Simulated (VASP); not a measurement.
Crystal: FeO (Wuestite).

```
Fe O
1.0
     0.00000    2.15540    2.15540
     2.15540    0.00000    2.15540
     2.15540    2.15540    0.00000
Fe O
1 1
Cartesian
  0.0000 0.0000 0.0000
  2.1554 2.1554 2.1554
```

```yaml
Program: VASP 6.6.1
Task: relaxation of cell and atoms
Functional: LDA
Potentials_or_basis: VASP PAW LDA potentials, release 64 (Fe, O)
Cutoff: 600 eV
k_mesh: 11 × 11 × 11
Occupations: fermi-dirac, width 0.05 eV
Spin: collinear spin, ferromagnetic start
Starting_moments: "[3.0, 0.0] μB"
```

At the start: pressure -15.6 GPa; volume 10.01 Å³/atom.

Task: How do energy, volume and symmetry change on relaxing?

Result: Over 4 steps the energy falls by 46.9 meV/atom and the volume is 9.09 Å³/atom (-9.2 %); space group Fm-3m (No. 225, to 0.05 Å); moment 3.75 μB per cell.

The path:
```tsv
step	energy change (eV)	largest force (eV/Å)	pressure (GPa)	volume (Å³)
1	0.0000	0.0000	-15.61	20.03
2	-0.0744	0.0000	7.33	17.33
3	-0.0937	0.0000	0.40	18.15
4	-0.0937	0.0000	-0.02	18.19
```

Final structure:
```
Fe O
1.0
     0.00000    2.08731    2.08731
     2.08731    0.00000    2.08731
     2.08731    2.08731    0.00000
Fe O
1 1
Direct
  0.00000 0.00000 0.00000
  0.50000 0.50000 0.50000
```

Caveat: a cell with one magnetic atom can't hold antiferromagnetic order, which such compounds often take.
